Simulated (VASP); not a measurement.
Wanted: the native input for a VASP 6.6.1 run.

```yaml
Task: single point
Functional: PBE
Potentials_or_basis: VASP PAW PBE potentials, release 64 (Zn, S)
Cutoff: 520 eV
k_mesh: 9 × 9 × 4
Occupations: gaussian, width 0.05 eV
Spin: no spin polarisation
Dipole_correction: no
Further_INCAR_settings: ALGO = Normal; EDIFF = 1e-06; NBANDS = 26
```

The structure of ZnS lies in POSCAR:

```
ZnS
1.0
    3.8455587354      0.0000000000      0.0000000000
   -1.9227793677      3.3303515566      0.0000000000
    0.0000000000      0.0000000000      6.3037246812
Zn S
2 2
Direct
    0.2921692169      0.6862742063      0.0052003729
    0.7078307831      0.3137257937      0.5052003729
    0.3665980436      0.6508218197      0.3797996271
    0.6334019564      0.3491781803      0.8797996271
```

This cell differs from its parent crystal: atoms displaced along a vibrational mode.

One way to write it, as run:

INCAR

```
SYSTEM = ZnS
  PREC = Accurate
  ENCUT = 520
  EDIFF = 1E-6
  ISMEAR = 0
  SIGMA = 0.05
  LREAL = .FALSE.
  LASPH = .TRUE.
  NELM = 80
  ALGO = Normal
  ISIF = 2
  LWAVE = .FALSE.
  LCHARG = .FALSE.
  GGA = PE
  NBANDS = 26
```

KPOINTS

```
Automatic mesh
0
G
  9 9 4
  0 0 0
```

Potentials or basis: VASP PAW PBE potentials, release 64 (Zn, S).

Command:

```sh
$ cat potpaw_PBE.64/Zn/POTCAR potpaw_PBE.64/S/POTCAR > POTCAR
$ mpirun -np 1 vasp_std > vasp.out
```

Results of the run:

| Item | Value |
| --- | --- |
| Pressure | -0.2 GPa |
| Largest force | 0.250 eV/Å |
| Band gap on the k mesh | 2.01 eV |

Caveat: the cell differs from its parent crystal (atoms displaced along a vibrational mode).

It took 94 s on 1 thread of Intel(R) Xeon(R) 6975P-C (Granite Rapids), on a shared host, peak memory 0.34 GiB.
